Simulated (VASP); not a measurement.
Here is a VASP 6.6.1 calculation.

File INCAR:

```
SYSTEM = Co
  PREC = Accurate
  ENCUT = 690
  EDIFF = 1E-6
  ISMEAR = 0
  SIGMA = 0.1
  LREAL = .FALSE.
  LASPH = .TRUE.
  NELM = 200
  ALGO = Normal
  ISIF = 2
  LWAVE = .FALSE.
  LCHARG = .FALSE.
  ISPIN = 2
  MAGMOM = 1.83 1.83
  LORBIT = 11
  LMAXMIX = 4
  GGA = RP
  NBANDS = 28
  GGA_COMPAT = .FALSE.
```

File KPOINTS:

```
Automatic mesh
0
G
  3 3 1
  0 0 0
```

The input POSCAR:

```
Co
1.0
    2.5045299482      0.0000000000      0.0000000000
   -1.2522649741      2.1689865596      0.0000000000
    0.0000000000      0.0000000000      4.0740599388
Co
2
Direct
    0.3333333333      0.6666666667      0.2500000000
    0.6666666667      0.3333333333      0.7500000000
```

Potentials or basis: VASP PAW PBE potentials, release 64 (Co_sv).

Command:

```console
$ cat potpaw_PBE.64/Co_sv/POTCAR > POTCAR
$ mpirun -np 1 vasp_std > vasp.out
```

Task: What does it give for the pressure?

Result: -0.2 GPa.

Task: Predict the net moment.

Result: 3.76 μB per cell.

Task: What does it give for the site moments?

Result: Co +1.94 μB.

Stress tensor (GPa, compression positive):
```
-0.26  0.00  0.00
 0.00 -0.26  0.00
 0.00  0.00 -0.11
```

Caveat: the k points lie up to 1.54 Å⁻¹ apart, too coarse for converged energies, forces and pressures; the PAW data sets were made with another functional, which shifts forces and pressure a little.
